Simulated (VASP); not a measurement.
A run of VASP 6.6.1 is set up as follows.

File INCAR:

```
PREC = Accurate
ENCUT = 520
EDIFF = 1E-6
ISMEAR = -1
SIGMA = 0.005
LREAL = False
LASPH = True
NELM = 80
ALGO = Normal
ISIF = 2
LWAVE = False
LCHARG = True
GGA = PE
LELF = True
LVHAR = True
NBANDS = 19
```

File KPOINTS:

```
Automatic mesh
0
Gamma
  12 12 6
```

POSCAR

```
Sb2W
1.0
    3.4649380352      0.0000000000      0.0000000000
   -1.7324690176      3.0007243611      0.0000000000
    0.0000000000      0.0000000000      6.7174239015
W Sb
1 2
Direct
    0.0000000000      0.0000000000      0.0000000000
    0.3333333333      0.6666666667      0.2847523219
    0.6666666667      0.3333333333      0.7152476781
```

Potentials or basis: VASP PAW PBE potentials, release 64 (W_sv, Sb).

Command:

```bash
$ cat potpaw_PBE.64/W_sv/POTCAR potpaw_PBE.64/Sb/POTCAR > POTCAR
$ mpirun -np 1 vasp_std > vasp.out
```

(1) What does it give for the largest force?

(2) What does it give for the pressure?

(3) What does it give for the band gap on the k mesh?

## Answers

(1) 0.012 eV/Å.

(2) 0.0 GPa.

(3) zero (band 12 reaches 8.95 eV, above the bottom of band 13 at 8.64 eV).

Caveat: spin-orbit coupling is left out, which moves the levels of the heavy elements.
